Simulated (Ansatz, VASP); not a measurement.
**Two plane-wave programs on TiS2**

File POSCAR:

```
TiS2
1.0
    3.3935485284      0.0000000000      0.0000000000
   -1.6967742642      2.9388992345      0.0000000000
    0.0000000000      0.0000000000      5.7616750881
Ti S
1 2
Direct
    0.0000000000      0.0000000000      0.0000000000
    0.3333333333      0.6666666667      0.2451563023
    0.6666666667      0.3333333333      0.7548436977
```

File INCAR.step1:

```
SYSTEM = TiS2
  ALGO = Normal
  EDIFF = 1E-5
  ENCUT = 400
  GGA = PE
  GGA_COMPAT = .False.
  ISIF = 2
  ISMEAR = -1
  LASPH = .True.
  LCHARG = .False.
  LREAL = .False.
  LWAVE = .True.
  NBANDS = 19
  NELM = 120
  PREC = Accurate
  SIGMA = 0.02
```

The input INCAR.step2:

```
SYSTEM = TiS2
  ALGO = Normal
  EDIFF = 1E-6
  ENCUT = 400
  GGA = PE
  GGA_COMPAT = .False.
  HFSCREEN = 0.2079
  ISIF = 2
  ISMEAR = -1
  ISTART = 1
  LASPH = .True.
  LCHARG = .False.
  LHFCALC = .True.
  LREAL = .False.
  LWAVE = .False.
  NBANDS = 19
  NELM = 120
  PREC = Accurate
  PRECFOCK = Normal
  SIGMA = 0.02
```

The input KPOINTS:

```
k-points
0
Gamma
  6 6 4
  0 0 0
```

Input for Ansatz:

```yaml
crystal:
  lattice:
    - [3.3935485284, 0.0, 0.0]
    - [-1.6967742642, 2.9388992345, 0.0]
    - [0.0, 0.0, 5.7616750881]
  atoms:
    - { symbol: Ti, position: [0.0, 0.0, 0.0] }
    - { symbol: S, position: [0.3333333333, 0.6666666667, 0.2451563023] }
    - { symbol: S, position: [0.6666666667, 0.3333333333, 0.7548436977] }
kpoints:
  mp_grid: { grid: [6, 6, 4] }
  band_path:
    path:
      - [0.0, 0.0, 0.0]
      - [0.5, 0.0, 0.0]
      - [0.3333333333, 0.3333333333, 0.0]
      - [0.0, 0.0, 0.5]
      - [0.5, 0.0, 0.5]
      - [0.3333333333, 0.3333333333, 0.5]
    npoints: 1
hamiltonian:
  xc: hse06
scf:
  occupations: { method: fermi_dirac, width: 0.02 }
  n_extra_bands: 4
output:
  forces: true
  stress: true
  eigenvalues: true
```

Change from the starting cell: epitaxial_xy strain -0.5%.

Alike in both runs: task single point; functional HSE06; k mesh 6 × 6 × 4; occupations fermi-dirac, width 0.02 eV; no spin polarisation.

|  | VASP | Ansatz |
| --- | --- | --- |
| version | VASP 6.6.1 | Ansatz 0.2.0 |
| potentials or method | VASP PAW PBE potentials, release 64 (Ti_sv, S) | plane waves, PAW |
| plane-wave cutoff (eV) | 400 | 420 |
| valence electrons in the cell | 24 | 24 |

```tsv
	VASP	Ansatz	Ansatz less VASP
pressure (GPa)	0.2	0.6	+0.40
traceless stress, the component that is largest in VASP (GPa)	-0.38	-0.44	-0.061
rms of the force components (eV/Å)	0.113	0.114	+0.0013
```

Atom by atom the forces differ by 0.001 eV/Å (rms over components). With one functional, cell and mesh, what is left measures potentials, basis and numerics. Ansatz's warnings: stress exchange threshold loose, stress scf threshold loose.
